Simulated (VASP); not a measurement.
Crystal: Al2Cu (Khatyrkite).

```
Cu Al
1.0
    -3.05359    3.05359    2.45465
     3.05359   -3.05359    2.45465
     3.05359    3.05359   -2.45465
Cu Al
2 4
Direct
  0.25000 0.25000 0.00000
  0.75000 0.75000 0.00000
  0.34190 0.15810 0.50000
  0.84190 0.34190 0.18380
  0.65810 0.84190 0.50000
  0.15810 0.65810 0.81620
```

Base run:

```yaml
Program: VASP 6.6.1
Functional: PBE
Potentials_or_basis: VASP PAW PBE potentials, release 64 (Cu, Al)
Cutoff: 520 eV
k_mesh: 7 × 7 × 7
Occupations: fermi-dirac, width 0.05 eV
Spin: no spin polarisation
```

Its results: band gap on the k mesh zero (band 17 reaches 9.78 eV, above the bottom of band 18 at 6.13 eV); pressure -2.0 GPa; largest force 0.008 eV/Å.

Q: The run is repeated on the same cell with these changes: functional from PBE to r2SCAN. What comes out?

A: Band gap on the k mesh zero (band 17 reaches 9.80 eV, above the bottom of band 18 at 5.98 eV); pressure -5.8 GPa; largest force 0.089 eV/Å.

Caveats: the PAW data sets were made with another functional, which shifts forces and pressure a little (some runs).
